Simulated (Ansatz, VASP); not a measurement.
## One calculation of ZnCu, two programs

```
Zn Cu
1.0
     1.48804   -2.12128    0.00000
     1.48804    2.12128    0.00000
     0.00000    0.00000    4.14075
Zn Cu
1 1
Direct
  0.50000 0.50000 0.50000
  0.00000 0.00000 0.00000
```

Alike in both runs: task single point; functional PBEsol; k mesh 8 × 8 × 4; occupations gaussian, width 0.1 eV; no spin polarisation.

|  | VASP | Ansatz |
| --- | --- | --- |
| version | VASP 6.6.1 | Ansatz 0.2.0 |
| potentials or method | VASP PAW PBE potentials, release 64 (Zn, Cu), cutoff 600 eV | scalar-relativistic, plane waves, PAW |
| valence electrons in the cell | 23 | 31 |

|  | VASP | Ansatz | Ansatz less VASP |
| --- | --- | --- | --- |
| gap on the k mesh at the Fermi level (eV) | none | none | - |
| pressure (GPa) | -6.1 | -6.7 | -0.51 |
| traceless stress, the component that is largest in VASP (GPa) | -3.13 | -3.05 | +0.076 |

VASP's potentials were made for PBE, not for PBEsol. A gap of «none» marks a metal or a gap that the smearing closes. VASP's potentials hold 23 valence electrons a cell and Ansatz's 31, so a difference there can come from the potentials and not from the codes.

The k mesh is coarse, so the values compare programs but aren't converged.
